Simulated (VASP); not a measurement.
Set up this calculation in VASP 6.6.1, as the native input.

* Task: single point
* Functional: LDA
* Potentials or basis: VASP PAW LDA potentials, release 64 (Ge_d)
* Cutoff: 520 eV
* k mesh: 8 × 8 × 8
* Occupations: fermi-dirac, width 0.05 eV
* Spin: no spin polarisation
* Dipole correction: no
* Further INCAR settings: ALGO = Normal; EDIFF = 1e-06; NBANDS = 21

The structure of Ge lies in POSCAR:

```
Ge
1.0
    0.0000000000      2.8661367691      2.8661367691
    2.8661367691      0.0000000000      2.8661367691
    2.8661367691      2.8661367691      0.0000000000
Ge
2
Direct
    0.7500000000      0.7500000000      0.7500000000
    0.5000000000      0.5000000000      0.5000000000
```

These files were run (other wordings do the same):

INCAR

```
PREC     = Accurate       # precision mode
ENCUT    = 520            # plane-wave cutoff, eV
EDIFF    = 1E-6           # SCF threshold, eV
ISMEAR   = -1             # smearing method
SIGMA    = 0.05           # smearing width, eV
LREAL    = F              # projectors in reciprocal space
LASPH    = T              # aspherical terms in the spheres
NELM     = 100            # most SCF steps
ALGO     = Normal         # electronic algorithm
ISIF     = 2              # what is computed and relaxed
LWAVE    = F              # write WAVECAR
LCHARG   = T              # write CHGCAR
LELF     = T              # ELF
LVHAR    = T            
NBANDS   = 21             # bands
```

KPOINTS

```
regular mesh
0
Gamma
  8 8 8
```

Potentials or basis: VASP PAW LDA potentials, release 64 (Ge_d).

Run with:

```bash
$ cat potpaw_LDA.64/Ge_d/POTCAR > POTCAR
$ mpirun -np 1 vasp_std > vasp.out
```

It gave:

```json
{"Pressure": "-3.5 GPa", "Band gap on the k mesh": "zero (band 14 reaches 4.35 eV, above the bottom of band 15 at 4.30 eV)"}
```

Wall time 11 s on 1 thread of Intel(R) Xeon(R) 6975P-C (Granite Rapids) (shared host), peak memory 0.15 GiB.
